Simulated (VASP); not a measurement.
**BP: dielectric tensor with PBEsol**

The system is BP.

```
B P
1.0
     0.00000    2.26900    2.26900
     2.26900    0.00000    2.26900
     2.26900    2.26900    0.00000
B P
1 1
Direct
  0.00000 0.00000 0.00000
  0.25000 0.25000 0.25000
```

* Program: VASP 6.6.1
* Task: dielectric tensor
* Functional: PBEsol
* Potentials or basis: VASP PAW PBE potentials, release 64 (B, P)
* Cutoff: 420 eV
* k mesh: 6 × 6 × 6
* Occupations: gaussian, width 0.01 eV
* Spin: no spin polarisation
* Dipole correction: no
* Further INCAR settings: ALGO = Normal; EDIFF = 1e-08

The band gap on the k mesh is 1.22 eV (least direct gap 3.35 eV), the electronic dielectric tensor (diagonal) is 10.62 and the born charges (mean of the diagonal) is B -0.48; P +0.48 e.

Levels at points of the mesh, in eV from the valence-band top:
| k point | band 1 | band 2 | band 3 | band 4 | band 5 | band 6 | band 7 | band 8 |
| --- | --- | --- | --- | --- | --- | --- | --- | --- |
| (0.00, 0.00, 0.00) | -15.50 | 0.00 | 0.00 | 0.00 | 3.35 | 3.35 | 3.35 | 7.34 |
| (0.50, 0.00, 0.00) | -12.15 | -9.10 | -1.77 | -1.77 | 3.73 | 4.65 | 4.65 | 9.93 |
| (0.50, 0.50, 0.00) | -10.62 | -8.60 | -4.15 | -4.15 | 1.22 | 1.51 | 12.10 | 12.10 |

Electronic dielectric tensor:
```
10.62  0.00  0.00
 0.00 10.62  0.00
 0.00  0.00 10.62
```

Born effective charge tensors (e):
atom 1, B
```
-0.48  0.00  0.00
 0.00 -0.48  0.00
 0.00  0.00 -0.48
```
atom 2, P
```
0.48 0.00 0.00
0.00 0.48 0.00
0.00 0.00 0.48
```

Run time: 54 s on 1 thread of Intel Xeon 8259CL, on a shared host, peak memory 0.15 GiB.

 A k mesh can miss the band edges.
